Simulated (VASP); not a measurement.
Wanted: the native input for a VASP 6.6.1 run.

```yaml
Task: single point
Functional: r2SCAN
Potentials_or_basis: VASP PAW PBE potentials, release 64 (Rb_sv, Cl)
Cutoff: 550 eV
k_mesh: 4 × 4 × 4
Occupations: gaussian, width 0.01 eV
Spin: no spin polarisation
Dipole_correction: no
Further_INCAR_settings: ALGO = Normal; EDIFF = 1e-06; NBANDS = 15
```

Crystal: RbCl.

```
Rb Cl
1.0
     0.00000    3.30581    3.30581
     3.30581    0.00000    3.30581
     3.30581    3.30581    0.00000
Rb Cl
1 1
Direct
  0.00000 0.00000 0.00000
  0.50000 0.50000 0.50000
```

One way to write it, as run:

POSCAR

```
RbCl
1.0
    0.0000000000      3.3058128222      3.3058128222
    3.3058128222      0.0000000000      3.3058128222
    3.3058128222      3.3058128222      0.0000000000
Rb Cl
1 1
Direct
    0.0000000000      0.0000000000      0.0000000000
    0.5000000000      0.5000000000      0.5000000000
```

INCAR.step1

```
SYSTEM = RbCl
PREC = Accurate ; ENCUT = 550
ISMEAR = 0 ; SIGMA = 0.01
LREAL = .FALSE. ; LASPH = .TRUE.
NELM = 120 ; NBANDS = 15
GGA = PE ; ALGO = Normal
EDIFF = 1E-5 ; LWAVE = .TRUE.
LCHARG = .FALSE. ; GGA_COMPAT = .FALSE.
```

INCAR.step2

```
SYSTEM = RbCl
PREC = Accurate ; ENCUT = 550
EDIFF = 1E-6 ; ISMEAR = 0
SIGMA = 0.01 ; LREAL = .FALSE.
LASPH = .TRUE. ; NELM = 120
ALGO = Normal ; ISIF = 2
LWAVE = .FALSE. ; LCHARG = .TRUE.
METAGGA = R2SCAN ; LMIXTAU = .TRUE.
LELF = .TRUE. ; LVHAR = .TRUE.
NBANDS = 15 ; ISTART = 1
GGA_COMPAT = .FALSE.
```

KPOINTS

```
regular mesh
0
G
  4 4 4
  0 0 0
```

Potentials or basis: VASP PAW PBE potentials, release 64 (Rb_sv, Cl).

Command:

```bash
$ cat potpaw_PBE.64/Rb_sv/POTCAR potpaw_PBE.64/Cl/POTCAR > POTCAR
$ cp INCAR.step1 INCAR
$ mpirun -np 1 vasp_std > vasp.out
$ cp INCAR.step2 INCAR
$ mpirun -np 1 vasp_std > vasp.out
```

It gave:

```json
{
 "Pressure": "0.0 GPa",
 "Band gap on the k mesh": "5.56 eV, direct"
}
```

Caveat: the PAW data sets were made with another functional, which shifts forces and pressure a little.

Wall time 47 s on 1 thread of Intel(R) Xeon(R) Platinum 8259CL CPU @ 2.50GHz (Skylake/Cascade Lake) (shared host), peak memory 0.22 GiB.
